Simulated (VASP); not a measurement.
Runs of VASP 6.6.1 on Al. The structure is that of space group Fm-3m (No. 225), or close to it. The cells are those of the table. 

```tsv
cell	gap on the mesh (eV)	pressure (GPa)
a = 2.792, b = 2.792, c = 2.719 Å, angles 60.9, 60.9, 58.3°, 1 atom	none	(a)
a = 2.791 Å, angles 60.0°, 1 atom	none	4.8
a = 2.829, b = 2.829, c = 2.719 Å, angles 61.3, 61.3, 57.5°, 1 atom	none	5.5
a = 2.863, b = 2.863, c = 2.791 Å, angles 60.8, 60.8, 58.3°, 1 atom	none	0.3
a = 2.898, b = 2.898, c = 2.862 Å, angles 60.4, 60.4, 59.2°, 1 atom	none	(b)
```

Alike in all rows: task single point; level PBEsol; potentials or basis VASP PAW PBE potentials, release 64 (Al); no spin polarisation; k mesh 20 × 20 × 20; cutoff (eV) 520; smearing gaussian 0.15 eV.

Problem. Estimate the missing entries.

Solution. (a) 8.0; (b) -3.6.

Caveats: the PAW data sets were made with another functional, which shifts forces and pressure a little.

A gap of «none» marks levels without a gap at the run's occupations.
